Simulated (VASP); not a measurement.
# Sc (Fd-3m) in VASP: a series of runs

Runs on Sc. Level: LDA. Tasks: single point, relaxation of cell and atoms.

All numbers are computed with VASP 6.6.1; they aren't measurements. Logs are shortened: lines on timing, memory, paths and dates and some standing lists are left out, and cuts for length are marked.

## (1) The cell of the first run

It takes space group Fd-3m (No. 227, cubic). The conventional cell has a = 5.997 Å, b = 5.997 Å, c = 5.997 Å, α = 90.00°, β = 90.00°, γ = 90.00°. Within 3.4 Å of Sc (site symmetry -43m) lie 4 Sc at 2.60 Å.

This isn't the form of Sc at room conditions, which is hcp.

## (2) Single point, LDA

The input, INCAR:

```
ALGO     = Normal         # electronic algorithm
EDIFF    = 1E-6           # SCF threshold, eV
ENCUT    = 500            # plane-wave cutoff, eV
GGA      = CA             # functional
GGA_COMPAT= False        
ISIF     = 2              # what is computed and relaxed
ISMEAR   = -1             # smearing method
LASPH    = True           # aspherical terms in the spheres
LCHARG   = False          # write CHGCAR
LREAL    = False          # projectors in reciprocal space
LWAVE    = False          # write WAVECAR
NBANDS   = 18             # bands
NELM     = 120            # most SCF steps
PREC     = Accurate       # precision mode
SIGMA    = 0.05           # smearing width, eV
```

The input, KPOINTS:

```
k-points
0
Gamma
  6 6 6
```

The input, POSCAR:

```
Sc
1.0
    0.0000000000      2.9984857765      2.9984857765
    2.9984857765      0.0000000000      2.9984857765
    2.9984857765      2.9984857765      0.0000000000
Sc
2
Direct
    1.0000000000      1.0000000000      1.0000000000
    0.2500000000      0.2500000000      0.2500000000
```

Potentials or basis: VASP PAW LDA potentials, release 64 (Sc_sv).

Run with:

```console
$ cat potpaw_LDA.64/Sc_sv/POTCAR > POTCAR
$ mpirun -np 1 vasp_std > vasp.out
```

OUTCAR:

```text
EDIFF = 1E-6
   ENCUT = 500
   GGA = CA
   ISIF = 2
   ISMEAR = -1
   LASPH = True
   LREAL = False
   NELM = 120
   PREC = Accurate

 ion  position               nearest neighbor table
   1  0.000  0.000  0.000-   2 2.60   2 2.60   2 2.60   2 2.60
   2  0.250  0.250  0.250-   1 2.60   1 2.60   1 2.60   1 2.60

  LATTYP: Found a face centered cubic cell.
 ALAT       =     5.9969715530

  Lattice vectors:

 A1 = (   0.0000000000,   2.9984857765,   2.9984857765)
 A2 = (   2.9984857765,   0.0000000000,   2.9984857765)
 A3 = (   2.9984857765,   2.9984857765,   0.0000000000)

Analysis of symmetry for initial positions (statically):
=====================================================================
 Subroutine PRICEL returns:
 Original cell was already a primitive cell.

 Routine SETGRP: Setting up the symmetry group for a
 face centered cubic supercell.

 Subroutine GETGRP returns: Found 48 space group operations
 (whereof 24 operations were pure point group operations)
 out of a pool of 48 trial point group operations.

The static configuration has the point symmetry T_d .
 The point group associated with its full space group is O_h .

Analysis of symmetry for dynamics (positions and initial velocities):
=====================================================================
 Subroutine PRICEL returns:
 Original cell was already a primitive cell.

 Routine SETGRP: Setting up the symmetry group for a
 face centered cubic supercell.

 Subroutine GETGRP returns: Found 48 space group operations
 (whereof 24 operations were pure point group operations)
 out of a pool of 48 trial point group operations.

The dynamic configuration has the point symmetry T_d .
 The point group associated with its full space group is O_h .

 Subroutine INISYM returns: Found 48 space group operations
 (whereof 24 operations are pure point group operations),
 and found     1 'primitive' translations

----------------------------------------------------------------------------------------

                                     Primitive cell

  volume of cell :      53.9183

  direct lattice vectors                    reciprocal lattice vectors
     0.000000000  2.998485776  2.998485776    -0.166750833  0.166750833  0.166750833
     2.998485776  0.000000000  2.998485776     0.166750833 -0.166750833  0.166750833
     2.998485776  2.998485776  0.000000000     0.166750833  0.166750833 -0.166750833

  length of vectors
     4.240499252  4.240499252  4.240499252     0.288820914  0.288820914  0.288820914

  position of ions in fractional coordinates (direct lattice)
     0.000000000  0.000000000  0.000000000
     0.250000000  0.250000000  0.250000000

  ion indices of the primitive-cell ions
   primitive index   ion index
                 1           1
                 2           2

----------------------------------------------------------------------------------------

 KPOINTS: k-points

Automatic generation of k-mesh.
 Grid dimensions read from file:
 generate k-points for:    6    6    6

 Generating k-lattice:

  Cartesian coordinates                     Fractional coordinates (reciprocal lattice)
    -0.027791805  0.027791805  0.027791805     0.166666667  0.000000000  0.000000000
     0.027791805 -0.027791805  0.027791805     0.000000000  0.166666667  0.000000000
     0.027791805  0.027791805 -0.027791805     0.000000000  0.000000000  0.166666667

  Length of vectors
     0.048136819  0.048136819  0.048136819

  Shift w.r.t. Gamma in fractional coordinates (k-lattice)
     0.000000000  0.000000000  0.000000000

 Subroutine IBZKPT returns following result:
 ===========================================

 Found     16 irreducible k-points:

 Following reciprocal coordinates:
            Coordinates               Weight
  0.000000  0.000000  0.000000      1.000000
  0.166667  0.000000  0.000000      8.000000
  0.333333  0.000000  0.000000      8.000000
  0.500000  0.000000  0.000000      4.000000
  0.166667  0.166667  0.000000      6.000000
  0.333333  0.166667  0.000000     24.000000
[... 8 lines left out ...]
 -0.333333  0.333333  0.166667     24.000000
 -0.333333  0.500000  0.166667     12.000000
   k-points           NKPTS =     16   k-points in BZ     NKDIM =     16   number of bands    NBANDS=     18
   number of dos      NEDOS =    301   number of ions     NIONS =      2
   total plane-waves  NPLWV =  32768
   dimension x,y,z NGX =    32 NGY =   32 NGZ =   32
   dimension x,y,z NGXF=    64 NGYF=   64 NGZF=   64
   ions per type =               2
   NGX,Y,Z   is equivalent  to a cutoff of  12.55, 12.55, 12.55 a.u.
   NGXF,Y,Z  is equivalent  to a cutoff of  25.09, 25.09, 25.09 a.u.
 SYSTEM =  unknown system
   PREC   = accura    normal or accurate (medium, high low for compatibility)
   ISTART =      0    job   : 0-new  1-cont  2-samecut
   ICHARG =      2    charge: 1-file 2-atom 10-const
   ISPIN  =      1    spin polarized calculation?
   LNONCOLLINEAR =      F non collinear calculations
   LSORBIT =      F    spin-orbit coupling
   LASPH  =      T    aspherical Exc in radial PAW
   ENCUT  =  500.0 eV  36.75 Ry    6.06 a.u.   7.73  7.73  7.73*2*pi/ulx,y,z
   NELM   =    120;   NELMIN=  2; NELMDL= -5     # of ELM steps
   EDIFF  = 0.1E-05   stopping-criterion for ELM
   LREAL  =      F    real-space projection
   EDIFFG = 0.1E-04   stopping-criterion for IOM
   NSW    =      0    number of steps for IOM
   IBRION =     -1    ionic relax: 0-MD 1-quasi-New 2-CG
   NFREE  =      0    steps in history (QN), initial steepest desc. (CG)
   ISIF   =      2    stress and relaxation
   ISYM   =      2    0-nonsym 1-usesym 2-fastsym
   POTIM  = 0.5000    time-step for ionic-motion
   TEBEG  =    0.0;   TEEND  =   0.0 temperature during run
   PSTRESS=    0.0 pullay stress
   NELECT =      22.0000    total number of electrons
   NUPDOWN=      -1.0000    fix difference up-down
   EMIN   =  10.00;   EMAX   =-10.00  energy-range for DOS
   EFERMI =   0.00;   METHOD = LEGACY
   ISMEAR =    -1;   SIGMA  =   0.05  broadening in eV -4-tet -1-fermi 0-gaus
   EFERMI_NEDOS =   21; number of points for ismear=-14 and -15
   IALGO  =     38    algorithm
   IMIX   =      4    mixing-type and parameters
     AMIX     =   0.40;   BMIX     =  1.00
     AMIX_MAG =   1.60;   BMIX_MAG =  1.00
  volume/ion in A,a.u.               =      26.96       181.93
  Fermi-wavevector in a.u.,A,eV,Ry     =   1.214238  2.294577 20.060067  1.474373
  Thomas-Fermi vector in A             =   2.349664
   LORBIT       =      0    0 simple, 1 ext, 2 COOP (PROOUT), +10 PAW based schemes
   GGA     = CA    functional components
   LHFCALC =     F    Hartree Fock is set to
   AEXX    =    0.0000 exact exchange contribution
   IVDW    =     0    specifies the selected vdW correction
   LEPSILON=     F    determine dielectric tensor
   LRPA    =     F    only Hartree local field effects (RPA)
 non-spin polarized calculation
  energy-cutoff  :      500.00
  volume of cell :       53.92
 maximum number of plane-waves:      1381
   NGX = 15   NGY = 15   NGZ = 15

 number of electron      22.0000004 magnetization

 Free energy of the ion-electron system (eV)
  ---------------------------------------------------
  ext. energy  EPLUGINS =         0.00000000
  ---------------------------------------------------
  free energy    TOTEN  =        -9.56401614 eV

  energy without entropy =       -9.54454443  energy(sigma->0) =       -9.55428028

 E-fermi :   2.7093     XC(G=0):  -9.5475

 val. band max:        2.6062333314   @ k =  -0.3333   0.3333   0.0000
 cond. band min:       2.7167703983   @ k =   0.5000   0.1667   0.0000
 fundamental gap:      0.1105370668
 Fermi energy:         2.7092614248

 k-point     1 :       0.0000    0.0000    0.0000
  band No.  band energies     occupation
      1     -46.3583      2.00000
      2     -45.8368      2.00000
      3     -25.5423      2.00000
      4     -25.5423      2.00000
      5     -25.5423      2.00000
      6     -24.7894      2.00000
[... 10 lines left out ...]
     17       4.7334      0.00000
     18       7.1605      0.00000

 k-point     2 :       0.1667    0.0000    0.0000
  band No.  band energies     occupation
      1     -46.3331      2.00000
      2     -45.8630      2.00000
      3     -25.5681      2.00000
      4     -25.5681      2.00000
      5     -25.5453      2.00000
      6     -24.7909      2.00000
[... 10 lines left out ...]
     17       4.7253      0.00000
     18       7.1167      0.00000

 k-point     3 :       0.3333    0.0000    0.0000
  band No.  band energies     occupation
      1     -46.2715      2.00000
      2     -45.9266      2.00000
      3     -25.6151      2.00000
      4     -25.6151      2.00000
      5     -25.5538      2.00000
      6     -24.7907      2.00000
[... 10 lines left out ...]
     17       5.1243      0.00000
     18       6.9139      0.00000

 k-point     4 :       0.5000    0.0000    0.0000
  band No.  band energies     occupation
      1     -46.2298      2.00000
      2     -45.9693      2.00000
      3     -25.6368      2.00000
      4     -25.6368      2.00000
      5     -25.5594      2.00000
      6     -24.7891      2.00000
[... 207 lines left out ...]
      4     -25.6757      2.00000
      5     -25.3736      2.00000
      6     -24.9683      2.00000
[... 10 lines left out ...]
     17       5.6795      0.00000
     18       5.8957      0.00000

 k-point    15 :      -0.3333    0.3333    0.1667
  band No.  band energies     occupation
      1     -46.1652      2.00000
      2     -46.0349      2.00000
      3     -25.7455      2.00000
      4     -25.6972      2.00000
      5     -25.3183      2.00000
      6     -25.0214      2.00000
[... 10 lines left out ...]
     17       5.5885      0.00000
     18       6.5734      0.00000

 k-point    16 :      -0.3333    0.5000    0.1667
  band No.  band energies     occupation
      1     -46.1002      2.00000
      2     -46.1002      2.00000
      3     -25.7368      2.00000
      4     -25.7368      2.00000
      5     -25.1722      2.00000
      6     -25.1722      2.00000
[... 10 lines left out ...]
     17       6.8037      0.00000
     18       6.8081      0.00000

------------------------ aborting loop because EDIFF is reached ----------------------------------------

  FORCE on cell =-STRESS in cart. coord.  units (eV):
  Direction    XX          YY          ZZ          XY          YZ          ZX
  --------------------------------------------------------------------------------------
  -------------------------------------------------------------------------------------
  Total        0.0437606      0.0437606      0.0437606     -0.0000000     -0.0000000      0.0000000
  in kB        1.3003436      1.3003436      1.3003436     -0.0000000     -0.0000000      0.0000000
  external PRESSURE =       1.3003436 kB  Pullay stress =       0.0000000 kB

 VOLUME and BASIS-vectors are now :
 -----------------------------------------------------------------------------
  energy-cutoff  :      500.00
  volume of cell :       53.92
      direct lattice vectors                 reciprocal lattice vectors
     0.000000000  2.998485776  2.998485776    -0.166750833  0.166750833  0.166750833
     2.998485776  0.000000000  2.998485776     0.166750833 -0.166750833  0.166750833
     2.998485776  2.998485776  0.000000000     0.166750833  0.166750833 -0.166750833

 POSITION                                       TOTAL-FORCE (eV/Angst)
 -----------------------------------------------------------------------------------
      0.00000      0.00000      0.00000         0.000000      0.000000      0.000000
      1.49924      1.49924      1.49924        -0.000000     -0.000000     -0.000000
 -----------------------------------------------------------------------------------
    total drift:                               -0.000000      0.000000      0.000000

  FREE ENERGIE OF THE ION-ELECTRON SYSTEM (eV)
  ---------------------------------------------------
  free  energy   TOTEN  =        -9.5640161400 eV

  energy  without entropy=       -9.5445444291  energy(sigma->0) =       -9.55428028
```

Run time: 14 s. Hardware: 1 thread of Intel Xeon Platinum 8259CL at 2.50GHz (Skylake/Cascade Lake), shared host; peak memory 0.15 GiB.

Results:

```
Free energy            : -9.5640 eV
Pressure               : 0.1 GPa
Band gap on the k mesh : zero (bands 11 and 12 overlap by 0.58 eV)
```

## (3) Relaxation of cell and atoms, LDA

This run uses another cell than the first one, of 32.46 Å³/atom.

The input, INCAR:

```
SYSTEM = Sc
PREC = Accurate ; ENCUT = 500
EDIFF = 1E-7 ; ISMEAR = -1
SIGMA = 0.05 ; LREAL = .False.
LASPH = .True. ; NELM = 120
ALGO = Normal ; ISIF = 3
LWAVE = .False. ; LCHARG = .False.
IBRION = 2 ; NSW = 60
EDIFFG = -0.03 ; GGA_COMPAT = .False.
NELMIN = 4
```

The input, KPOINTS:

```
regular mesh
0
Gamma
  6 6 6
  0 0 0
```

The input, POSCAR:

```
Sc
1.0
    0.0000000000      3.1900000000      3.1900000000
    3.1900000000      0.0000000000      3.1900000000
    3.1900000000      3.1900000000      0.0000000000
Sc
2
Direct
    1.0000000000      1.0000000000      1.0000000000
    0.2500000000      0.2500000000      0.2500000000
```

Potentials or basis: VASP PAW LDA potentials, release 64 (Sc_sv).

Run with:

```console
$ cat potpaw_LDA.64/Sc_sv/POTCAR > POTCAR
$ mpirun -np 1 vasp_std > vasp.out
```

It took 80 s on 1 thread of Intel Xeon Platinum 8259CL at 2.50GHz (Skylake/Cascade Lake), shared host; peak memory 0.18 GiB.

It converged, with:

| Quantity | Value |
| --- | --- |
| Free energy | -9.5670 eV |
| Relaxed volume | 27.03 Å³/atom |
| Relaxed cell | a = 4.244 Å, b = 4.244 Å, c = 4.244 Å, α = 60.00°, β = 60.00°, γ = 60.00° |
| Space group after relaxing (to 0.1 Å) | Fd-3m (No. 227) |
| Energy gained by relaxing | 45.8 meV/atom |
| Ionic steps | 5 |
| Pressure after relaxing | 0.1 GPa |
| Band gap on the k mesh | zero (bands 11 and 12 overlap by 0.57 eV) |

Step by step:
| step | energy change (eV) | largest force (eV/Å) | pressure (GPa) | volume (Å³) |
| --- | --- | --- | --- | --- |
| 1 | 0.0000 | 0.0000 | -2.02 | 64.92 |
| 2 | -0.0418 | 0.0000 | -1.64 | 61.15 |
| 3 | -0.0735 | 0.0000 | 1.49 | 50.70 |
| 4 | -0.0908 | 0.0000 | -0.38 | 55.03 |
| 5 | -0.0916 | 0.0000 | 0.09 | 54.06 |

Final structure:
```xyz
2
Lattice="0.0000 3.0012 3.0012 3.0012 0.0000 3.0012 3.0012 3.0012 0.0000" Properties=species:S:1:pos:R:3 pbc="T T T"
Sc    0.0000    0.0000    0.0000
Sc    1.5006    1.5006    1.5006
```

Levels at points of the mesh, in eV from the Fermi level:
| k point | band 7 | band 8 | band 9 | band 10 | band 11 | band 12 | band 13 | band 14 | band 15 |
| --- | --- | --- | --- | --- | --- | --- | --- | --- | --- |
| (0.00, 0.00, 0.00) | -27.51 | -27.51 | -4.32 | -0.17 | -0.17 | 0.33 | 0.33 | 0.33 | 2.02 |
| (0.50, 0.00, 0.00) | -27.41 | -27.41 | -1.60 | -1.09 | -0.19 | -0.19 | 0.39 | 0.39 | 0.78 |
| (0.50, 0.50, 0.00) | -27.31 | -27.31 | -1.39 | -1.39 | 0.36 | 0.36 | 0.50 | 0.50 | 1.98 |

Caveat: the volume moved by over 15 % at a fixed basis, so the end points are rough.

The gap in the log of VASP goes by the Fermi energy; the results here count the filled bands.